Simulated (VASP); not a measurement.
# TiN (Fm-3m) in VASP: single point with PBE+U

Aim: the single point of TiN with PBE+U.

Program: VASP 6.6.1. These are calculated values, not measurements. Logs are shortened: lines on timing, memory, paths and dates and some standing lists are left out, and cuts for length are marked.

## (1) The cell of the first run

The structure is cubic, space group Fm-3m (No. 225). The conventional cell has a = 4.244 Å, b = 4.244 Å, c = 4.244 Å, α = 90.00°, β = 90.00°, γ = 90.00°. Within 2.8 Å of Ti (site symmetry m-3m) lie 6 N at 2.12 Å. Within 2.8 Å of N (site symmetry m-3m) lie 6 Ti at 2.12 Å.

## (2) Single point, PBE+U, collinear spin, ferromagnetic start

INCAR reads:

```
SYSTEM = TiN
PREC = Accurate ; ENCUT = 520
EDIFF = 1E-6 ; ISMEAR = -1
SIGMA = 0.05 ; LREAL = .False.
LASPH = .True. ; NELM = 150
ALGO = Normal ; ISIF = 2
LWAVE = .False. ; LCHARG = .False.
ISPIN = 2 ; MAGMOM = 1 0
LORBIT = 11 ; LMAXMIX = 4
LDAU = .True. ; LDAUTYPE = 2
LDAUL = 2 -1 ; LDAUU = 4 0
LDAUJ = 0 0 ; LDAUPRINT = 1
GGA = PE ; NBANDS = 20
```

KPOINTS reads:

```
regular mesh
0
Gamma
  9 9 9
  0 0 0
```

POSCAR reads:

```
TiN
1.0
    0.0000000000      2.1220000000      2.1220000000
    2.1220000000      0.0000000000      2.1220000000
    2.1220000000      2.1220000000      0.0000000000
Ti N
1 1
Direct
    0.0000000000      0.0000000000      0.0000000000
    0.5000000000      0.5000000000      0.5000000000
```

Potentials or basis: VASP PAW PBE potentials, release 64 (Ti_sv, N).

Started as:

```console
$ cat potpaw_PBE.64/Ti_sv/POTCAR potpaw_PBE.64/N/POTCAR > POTCAR
$ mpirun -np 1 vasp_std > vasp.out
```

OUTCAR:

```text
SYSTEM = TiN
   PREC = Accurate
   ENCUT = 520
   EDIFF = 1E-6
   ISMEAR = -1
   LREAL = .False.
   LASPH = .True.
   NELM = 150
   ISIF = 2
   ISPIN = 2
   LORBIT = 11
   GGA = PE

 ion  position               nearest neighbor table
   1  0.000  0.000  0.000-   2 2.12   2 2.12   2 2.12   2 2.12   2 2.12   2 2.12
   2  0.500  0.500  0.500-   1 2.12   1 2.12   1 2.12   1 2.12   1 2.12   1 2.12

  LATTYP: Found a face centered cubic cell.
 ALAT       =     4.2440000000

  Lattice vectors:

 A1 = (   0.0000000000,   2.1220000000,   2.1220000000)
 A2 = (   2.1220000000,   0.0000000000,   2.1220000000)
 A3 = (   2.1220000000,   2.1220000000,   0.0000000000)

Analysis of symmetry for initial positions (statically):
=====================================================================
 Subroutine PRICEL returns:
 Original cell was already a primitive cell.

 Routine SETGRP: Setting up the symmetry group for a
 face centered cubic supercell.

 Subroutine GETGRP returns: Found 48 space group operations
 (whereof 48 operations were pure point group operations)
 out of a pool of 48 trial point group operations.

The static configuration has the point symmetry O_h .

Analysis of symmetry for dynamics (positions and initial velocities):
=====================================================================
 Subroutine PRICEL returns:
 Original cell was already a primitive cell.

 Routine SETGRP: Setting up the symmetry group for a
 face centered cubic supercell.

 Subroutine GETGRP returns: Found 48 space group operations
 (whereof 48 operations were pure point group operations)
 out of a pool of 48 trial point group operations.

The dynamic configuration has the point symmetry O_h .

Analysis of structural, dynamic, and magnetic symmetry:
=====================================================================
 Subroutine PRICEL returns:
 Original cell was already a primitive cell.

 Routine SETGRP: Setting up the symmetry group for a
 face centered cubic supercell.

 Subroutine GETGRP returns: Found 48 space group operations
 (whereof 48 operations were pure point group operations)
 out of a pool of 48 trial point group operations.

The overall configuration has the point symmetry O_h .

 Subroutine INISYM returns: Found 48 space group operations
 (whereof 48 operations are pure point group operations),
 and found     1 'primitive' translations

----------------------------------------------------------------------------------------

                                     Primitive cell

  volume of cell :      19.1102

  direct lattice vectors                    reciprocal lattice vectors
     0.000000000  2.122000000  2.122000000    -0.235626767  0.235626767  0.235626767
     2.122000000  0.000000000  2.122000000     0.235626767 -0.235626767  0.235626767
     2.122000000  2.122000000  0.000000000     0.235626767  0.235626767 -0.235626767

  length of vectors
     3.000961179  3.000961179  3.000961179     0.408117532  0.408117532  0.408117532

  position of ions in fractional coordinates (direct lattice)
     0.000000000  0.000000000  0.000000000
     0.500000000  0.500000000  0.500000000

  ion indices of the primitive-cell ions
   primitive index   ion index
                 1           1
                 2           2

----------------------------------------------------------------------------------------

 KPOINTS: regular mesh

Automatic generation of k-mesh.
 Grid dimensions read from file:
 generate k-points for:    9    9    9

 Generating k-lattice:

  Cartesian coordinates                     Fractional coordinates (reciprocal lattice)
    -0.026180752  0.026180752  0.026180752     0.111111111  0.000000000  0.000000000
     0.026180752 -0.026180752  0.026180752     0.000000000  0.111111111  0.000000000
     0.026180752  0.026180752 -0.026180752     0.000000000  0.000000000  0.111111111

  Length of vectors
     0.045346392  0.045346392  0.045346392

  Shift w.r.t. Gamma in fractional coordinates (k-lattice)
     0.000000000  0.000000000  0.000000000

 Subroutine IBZKPT returns following result:
 ===========================================

 Found     35 irreducible k-points:

 Following reciprocal coordinates:
            Coordinates               Weight
  0.000000  0.000000  0.000000      1.000000
  0.111111  0.000000  0.000000      8.000000
  0.222222  0.000000  0.000000      8.000000
  0.333333  0.000000  0.000000      8.000000
  0.444444  0.000000  0.000000      8.000000
  0.111111  0.111111  0.000000      6.000000
[... 16 lines left out ...]
 -0.333333  0.333333  0.000000     12.000000
  0.444444  0.444444  0.000000      6.000000
 [... further k-points ...]
   k-points           NKPTS =     35   k-points in BZ     NKDIM =     35   number of bands    NBANDS=     20
   number of dos      NEDOS =    301   number of ions     NIONS =      2
   total plane-waves  NPLWV =  13824
   dimension x,y,z NGX =    24 NGY =   24 NGZ =   24
   dimension x,y,z NGXF=    48 NGYF=   48 NGZF=   48
   ions per type =               1   1
   NGX,Y,Z   is equivalent  to a cutoff of  13.30, 13.30, 13.30 a.u.
   NGXF,Y,Z  is equivalent  to a cutoff of  26.59, 26.59, 26.59 a.u.
 SYSTEM =  TiN
   PREC   = accura    normal or accurate (medium, high low for compatibility)
   ISTART =      0    job   : 0-new  1-cont  2-samecut
   ICHARG =      2    charge: 1-file 2-atom 10-const
   ISPIN  =      2    spin polarized calculation?
   LNONCOLLINEAR =      F non collinear calculations
   LSORBIT =      F    spin-orbit coupling
   LASPH  =      T    aspherical Exc in radial PAW
   ENCUT  =  520.0 eV  38.22 Ry    6.18 a.u.   5.58  5.58  5.58*2*pi/ulx,y,z
   NELM   =    150;   NELMIN=  2; NELMDL= -5     # of ELM steps
   EDIFF  = 0.1E-05   stopping-criterion for ELM
   LREAL  =      F    real-space projection
   EDIFFG = 0.1E-04   stopping-criterion for IOM
   NSW    =      0    number of steps for IOM
   IBRION =     -1    ionic relax: 0-MD 1-quasi-New 2-CG
   NFREE  =      0    steps in history (QN), initial steepest desc. (CG)
   ISIF   =      2    stress and relaxation
   ISYM   =      2    0-nonsym 1-usesym 2-fastsym
   POTIM  = 0.5000    time-step for ionic-motion
   TEBEG  =    0.0;   TEEND  =   0.0 temperature during run
   PSTRESS=    0.0 pullay stress
   NELECT =      17.0000    total number of electrons
   NUPDOWN=      -1.0000    fix difference up-down
   EMIN   =  10.00;   EMAX   =-10.00  energy-range for DOS
   EFERMI =   0.00;   METHOD = LEGACY
   ISMEAR =    -1;   SIGMA  =   0.05  broadening in eV -4-tet -1-fermi 0-gaus
   EFERMI_NEDOS =   21; number of points for ismear=-14 and -15
   IALGO  =     38    algorithm
   IMIX   =      4    mixing-type and parameters
     AMIX     =   0.40;   BMIX     =  1.00
     AMIX_MAG =   1.60;   BMIX_MAG =  1.00
  volume/ion in A,a.u.               =       9.56        64.48
  Fermi-wavevector in a.u.,A,eV,Ry     =   1.574475  2.975326 33.728454  2.478971
  Thomas-Fermi vector in A             =   2.675604
   LORBIT       =     11    0 simple, 1 ext, 2 COOP (PROOUT), +10 PAW based schemes
 LDA+U is selected, type is set to LDAUTYPE =  2
   angular momentum for each species LDAUL =     2   -1
   U (eV)           for each species LDAUU =   4.0  0.0
   J (eV)           for each species LDAUJ =   0.0  0.0
   GGA     = PE    functional components
   LHFCALC =     F    Hartree Fock is set to
   AEXX    =    0.0000 exact exchange contribution
   IVDW    =     0    specifies the selected vdW correction
   LEPSILON=     F    determine dielectric tensor
   LRPA    =     F    only Hartree local field effects (RPA)
 spin polarized calculation
  energy-cutoff  :      520.00
  volume of cell :       19.11
 maximum number of plane-waves:       534
   NGX = 11   NGY = 11   NGZ = 11

 number of electron      17.0000002 magnetization       0.0004110

atom =   1  type =  1  l = 2

 onsite density matrix

spin component  1

  0.1814  0.0000  0.0000 -0.0000 -0.0000
  0.0000  0.1814  0.0000  0.0000 -0.0000
  0.0000  0.0000  0.1944  0.0000  0.0000
 -0.0000  0.0000  0.0000  0.1814  0.0000
 -0.0000 -0.0000  0.0000  0.0000  0.1944

spin component  2

  0.1814  0.0000  0.0000 -0.0000 -0.0000
  0.0000  0.1814  0.0000  0.0000 -0.0000
  0.0000  0.0000  0.1944  0.0000  0.0000
 -0.0000  0.0000  0.0000  0.1814  0.0000
 -0.0000 -0.0000  0.0000  0.0000  0.1944

 occupancies and eigenvectors

  o =  0.1814  v =  0.0000  0.0000  0.0000  0.0000  0.0000  0.0000  0.6131 -0.0000  0.7900 -0.0000      0.0000  0.0000  0.0000  0.0000  0.0000  0.0000  0.0000  0.0000  0.0000  0.0000
  o =  0.1814  v =  0.0000  0.0000  0.0000  0.0000  0.0000  0.0000  0.7900  0.0000 -0.6131  0.0000      0.0000  0.0000  0.0000  0.0000  0.0000  0.0000  0.0000  0.0000  0.0000  0.0000
  o =  0.1814  v =  0.0000  0.0000  0.0000  0.0000  0.0000  1.0000  0.0000  0.0000  0.0000  0.0000      0.0000  0.0000  0.0000  0.0000  0.0000  0.0000  0.0000  0.0000  0.0000  0.0000
  o =  0.1814  v =  0.0000  0.4893  0.0000  0.8721  0.0000  0.0000  0.0000  0.0000  0.0000  0.0000      0.0000  0.0000  0.0000  0.0000  0.0000  0.0000  0.0000  0.0000  0.0000  0.0000
  o =  0.1814  v =  0.0000  0.8721  0.0000 -0.4893  0.0000  0.0000  0.0000  0.0000  0.0000  0.0000      0.0000  0.0000  0.0000  0.0000  0.0000  0.0000  0.0000  0.0000  0.0000  0.0000
  o =  0.1814  v =  1.0000  0.0000  0.0000  0.0000  0.0000  0.0000  0.0000  0.0000  0.0000  0.0000      0.0000  0.0000  0.0000  0.0000  0.0000  0.0000  0.0000  0.0000  0.0000  0.0000
  o =  0.1944  v =  0.0000  0.0000  0.0000  0.0000  0.0000  0.0000 -0.0000 -0.0285 -0.0000 -0.9996      0.0000  0.0000  0.0000  0.0000  0.0000  0.0000  0.0000  0.0000  0.0000  0.0000
  o =  0.1944  v =  0.0000  0.0000  0.0000  0.0000  0.0000  0.0000 -0.0000 -0.9996 -0.0000  0.0285      0.0000  0.0000  0.0000  0.0000  0.0000  0.0000  0.0000  0.0000  0.0000  0.0000
  o =  0.1944  v =  0.0000  0.0000 -0.0126  0.0000 -0.9999  0.0000  0.0000  0.0000  0.0000  0.0000      0.0000  0.0000  0.0000  0.0000  0.0000  0.0000  0.0000  0.0000  0.0000  0.0000
  o =  0.1944  v =  0.0000  0.0000 -0.9999  0.0000  0.0126  0.0000  0.0000  0.0000  0.0000  0.0000      0.0000  0.0000  0.0000  0.0000  0.0000  0.0000  0.0000  0.0000  0.0000  0.0000

 number of electron      17.0000002 magnetization      -0.0000030

 Free energy of the ion-electron system (eV)
  ---------------------------------------------------
  ext. energy  EPLUGINS =         0.00000000
  ---------------------------------------------------
  free energy    TOTEN  =       -16.52929463 eV

  energy without entropy =      -16.52268409  energy(sigma->0) =      -16.52598936

 E-fermi :  12.0216     XC(G=0): -13.0285

 val. band max:       11.9686063232   @ k =   0.1111   0.0000   0.0000
 cond. band min:      12.0895743652   @ k =   0.4444   0.2222   0.1111
 fundamental gap:      0.1209680420
 Fermi energy:        12.0215911059

 spin component 1

 k-point     1 :       0.0000    0.0000    0.0000
  band No.  band energies     occupation
      1     -46.9779      1.00000
      2     -22.9304      1.00000
      3     -22.9304      1.00000
      4     -22.9304      1.00000
      5      -5.4582      1.00000
      6       9.6793      1.00000
[... 12 lines left out ...]
     19      38.9444      0.00000
     20      38.9444      0.00000
[... 507 lines left out ...]
 k-point    24 :       0.4444    0.4444    0.0000
  band No.  band energies     occupation
      1     -46.8593      1.00000
      2     -23.4265      1.00000
      3     -23.1204      1.00000
      4     -23.1204      1.00000
      5      -3.8669      1.00000
      6       5.6357      1.00000
[... 12 lines left out ...]
     19      37.5503      0.00000
     20      40.4279      0.00000

 [... further k-points ...]

 spin component 2

 k-point     1 :       0.0000    0.0000    0.0000
  band No.  band energies     occupation
      1     -46.9779      1.00000
      2     -22.9305      1.00000
      3     -22.9305      1.00000
      4     -22.9305      1.00000
      5      -5.4580      1.00000
      6       9.6794      1.00000
[... 12 lines left out ...]
     19      38.9445      0.00000
     20      38.9487      0.00000
[... 507 lines left out ...]
 k-point    24 :       0.4444    0.4444    0.0000
  band No.  band energies     occupation
      1     -46.8593      1.00000
      2     -23.4266      1.00000
      3     -23.1205      1.00000
      4     -23.1205      1.00000
      5      -3.8669      1.00000
      6       5.6357      1.00000
[... 12 lines left out ...]
     19      37.5504      0.00000
     20      40.4279      0.00000

 [... further k-points ...]
[... 5 lines left out ...]
  --------------------------------------------------------------------------------------
  -------------------------------------------------------------------------------------
  Total        1.5772470      1.5772470      1.5772470      0.0000000     -0.0000000      0.0000000
  in kB      132.2343091    132.2343091    132.2343091      0.0000000     -0.0000000      0.0000000
  external PRESSURE =     132.2343091 kB  Pullay stress =       0.0000000 kB

 VOLUME and BASIS-vectors are now :
 -----------------------------------------------------------------------------
  energy-cutoff  :      520.00
  volume of cell :       19.11
      direct lattice vectors                 reciprocal lattice vectors
     0.000000000  2.122000000  2.122000000    -0.235626767  0.235626767  0.235626767
     2.122000000  0.000000000  2.122000000     0.235626767 -0.235626767  0.235626767
     2.122000000  2.122000000  0.000000000     0.235626767  0.235626767 -0.235626767

 POSITION                                       TOTAL-FORCE (eV/Angst)
 -----------------------------------------------------------------------------------
      0.00000      0.00000      0.00000         0.000000      0.000000      0.000000
      2.12200      2.12200      2.12200         0.000000      0.000000      0.000000
 -----------------------------------------------------------------------------------
    total drift:                                0.000000     -0.000000     -0.000000

  FREE ENERGIE OF THE ION-ELECTRON SYSTEM (eV)
  ---------------------------------------------------
  free  energy   TOTEN  =       -16.5292946342 eV

  energy  without entropy=      -16.5226840853  energy(sigma->0) =      -16.52598936

 total charge

# of ion       s       p       d       tot
------------------------------------------
    1        2.194   6.244   1.838  10.276
    2        1.244   2.541   0.000   3.785
--------------------------------------------------
tot          3.437   8.785   1.838  14.060

 magnetization (x)

# of ion       s       p       d       tot
------------------------------------------
    1        0.000  -0.000  -0.000  -0.000
    2       -0.000   0.000   0.000   0.000
--------------------------------------------------
tot          0.000  -0.000  -0.000  -0.000
```

Wall time 29 s (1 thread of AMD EPYC 7R13 (Zen 3), shared host); peak memory 0.13 GiB.

Results:

```yaml
Free_energy: -16.5293 eV
Pressure: 13.2 GPa
Net_moment: 0.00 μB per cell
Valence_electrons_inside_the_program's_atomic_spheres: Ti 10.28; N 3.79
```

Levels at points of the mesh, in eV from the Fermi level:
Spin up:
| k point | band 5 | band 6 | band 7 | band 8 | band 9 | band 10 | band 11 | band 12 | band 13 | band 14 |
| --- | --- | --- | --- | --- | --- | --- | --- | --- | --- | --- |
| (0.00, 0.00, 0.00) | -17.48 | -2.34 | -2.34 | -2.34 | -0.48 | -0.48 | -0.48 | 0.72 | 0.72 | 4.89 |
Spin down:
```
           k point  band 5  band 6  band 7  band 8  band 9  band 10  band 11  band 12  band 13  band 14
(0.00, 0.00, 0.00)  -17.48   -2.34   -2.34   -2.34   -0.48    -0.48    -0.48     0.72     0.72     4.89
```

Eigenvalues of the final occupation matrices:
| site | spin | trace | eigenvalues |
| --- | --- | --- | --- |
| site 1 d | 1 | 0.93 | 0.18 0.18 0.18 0.19 0.19 |
| site 1 d | 2 | 0.93 | 0.18 0.18 0.18 0.19 0.19 |

The state reached can hang on the start; a lower one may exist.
